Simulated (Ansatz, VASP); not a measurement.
# BN in VASP and in Ansatz

```
B N
1.0
     0.00000   -1.80481   -1.80481
     0.00000    1.80481   -1.80481
     3.60963    0.00000    0.00000
B N
2 2
Direct
  0.50000 0.50000 0.50000
  0.00000 0.00000 0.00000
  0.00000 0.50000 0.25000
  0.50000 0.00000 0.75000
```

Alike in both runs: task single point; functional r2SCAN; k mesh 10 × 10 × 6; occupations gaussian, width 0.05 eV; no spin polarisation.

|  | VASP | Ansatz |
| --- | --- | --- |
| version | VASP 6.6.1 | Ansatz 0.2.0 |
| potentials or method | VASP PAW PBE potentials, release 64 (B, N), cutoff 520 eV | scalar-relativistic, plane waves, PAW |
| valence electrons in the cell | 16 | 16 |

Ansatz gave:

| Property | Result |
| --- | --- |
| gap on the k mesh at the Fermi level (eV) | 5.00 |
| least direct gap on the mesh (eV) | 5.00 |
| pressure (GPa) | 0.0 |

**Question.** What did VASP give for the same quantities?

**Answer.** gap on the k mesh at the Fermi level (eV): 4.98; least direct gap on the mesh (eV): 4.98; pressure (GPa): 1.1.

VASP's potentials were made for PBE, not for r2SCAN.
